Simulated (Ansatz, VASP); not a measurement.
## Two plane-wave programs on MgC2

File INCAR:

```
ALGO = Normal ; EDIFF = 1E-6
ENCUT = 840 ; GGA = PE
GGA_COMPAT = F ; ISIF = 2
ISMEAR = -1 ; LASPH = T
LCHARG = F ; LREAL = F
LWAVE = F ; NBANDS = 27
NELM = 120 ; PREC = Accurate
SIGMA = 0.05
```

The input KPOINTS:

```
k-points
0
Gamma
  5 5 5
```

Contents of POSCAR:

```
MgC2
1.0
    3.9507770000      0.0000000000      0.0000000000
    0.0000000000      3.9507770000      0.0000000000
    0.0000000000      0.0000000000      4.9870890000
Mg C
2 4
Direct
    0.0000000000      0.0000000000      0.5000000000
    0.5000000000      0.5000000000      0.0000000000
    0.3876550000      0.6123450000      0.5000000000
    0.1123450000      0.1123450000      0.0000000000
    0.6123450000      0.3876550000      0.5000000000
    0.8876550000      0.8876550000      0.0000000000
```

Contents of input.yaml:

```yaml
crystal:
  lattice:
    - [3.950777, 0.0, 0.0]
    - [0.0, 3.950777, 0.0]
    - [0.0, 0.0, 4.987089]
  atoms:
    - { symbol: Mg, position: [0.0, 0.0, 0.5] }
    - { symbol: Mg, position: [0.5, 0.5, 0.0] }
    - { symbol: C, position: [0.387655, 0.612345, 0.5] }
    - { symbol: C, position: [0.112345, 0.112345, 0.0] }
    - { symbol: C, position: [0.612345, 0.387655, 0.5] }
    - { symbol: C, position: [0.887655, 0.887655, 0.0] }
hamiltonian:
  xc: pbe
  pseudopotentials: { kind: paw }
kpoints:
  mp_grid: { grid: [5, 5, 5] }
scf:
  occupations: { method: fermi_dirac, width: 0.05 }
output:
  forces: true
  stress: true
  eigenvalues: true
  write_density: true
  write_potential: true
  elf: true
  volumetric_format: npy
```

Alike in both runs: task single point; functional PBE; k mesh 5 × 5 × 5; occupations fermi-dirac, width 0.05 eV; no spin polarisation.

```csv
,VASP,Ansatz
version,VASP 6.6.1,Ansatz 0.2.0
potentials or method,"VASP PAW PBE potentials, release 64 (Mg_sv, C)",Ansatz PAW
plane-wave cutoff (eV),840,420
valence electrons in the cell,36,36
```

VASP gave:

- gap on the k mesh at the Fermi level (eV): 2.65
- least direct gap on the mesh (eV): 2.96
- pressure (GPa): -0.3
- traceless stress, the component that is largest in VASP (GPa): 0.14
- rms of the force components (eV/Å): 0.013

Question: What did Ansatz give for the same quantities?

Answer: gap on the k mesh at the Fermi level (eV): 2.65; least direct gap on the mesh (eV): 2.95; pressure (GPa): -0.3; traceless stress, the component that is largest in VASP (GPa): 0.30; rms of the force components (eV/Å): 0.054.

Atom by atom the forces differ by 0.042 eV/Å (rms over components). The functional is the same, so the differences come from potentials, cutoffs and numerics.

Noted on Ansatz's run: odd divisions of the mesh miss points on the zone boundary, where band edges often lie, so the gap on the mesh can be too wide.
